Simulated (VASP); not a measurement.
Here is a VASP 6.6.1 calculation.

The input INCAR:

```
SYSTEM = NiPt
ALGO = Normal ; EDIFF = 1E-7
ENCUT = 520 ; GGA = PS
ISIF = 2 ; ISMEAR = -1
ISPIN = 2 ; LASPH = .TRUE.
LCHARG = .FALSE. ; LMAXMIX = 4
LORBIT = 11 ; LREAL = .FALSE.
LWAVE = .FALSE. ; MAGMOM = 1.5 1.5 0 0
NBANDS = 32 ; NELM = 150
PREC = Accurate ; SIGMA = 0.1
```

The input KPOINTS:

```
k-points
0
G
  10 10 4
  0 0 0
```

File POSCAR:

```
NiPt
1.0
    2.7099400000      0.0000000000      0.0000000000
    0.0000000000      2.7099400000      0.0000000000
    0.0000000000      0.0000000000      7.1566400000
Ni Pt
2 2
Direct
    0.5000000000      0.5000000000      0.2500000000
    0.5000000000      0.5000000000      0.7500000000
    0.0000000000      0.0000000000      0.0000000000
    0.0000000000      0.0000000000      0.5000000000
```

Potentials or basis: VASP PAW PBE potentials, release 64 (Ni, Pt).

Run with:

```bash
$ cat potpaw_PBE.64/Ni/POTCAR potpaw_PBE.64/Pt/POTCAR > POTCAR
$ mpirun -np 1 vasp_std > vasp.out
```

(1) What does it give for the pressure?

(2) Predict the site moments.

(3) What does it give for the net moment?

Answers

(1) -5.6 GPa.

(2) Ni +0.65; Pt +0.29 μB.

(3) 1.88 μB per cell.

Caveat: the PAW data sets were made with another functional, which shifts forces and pressure a little.
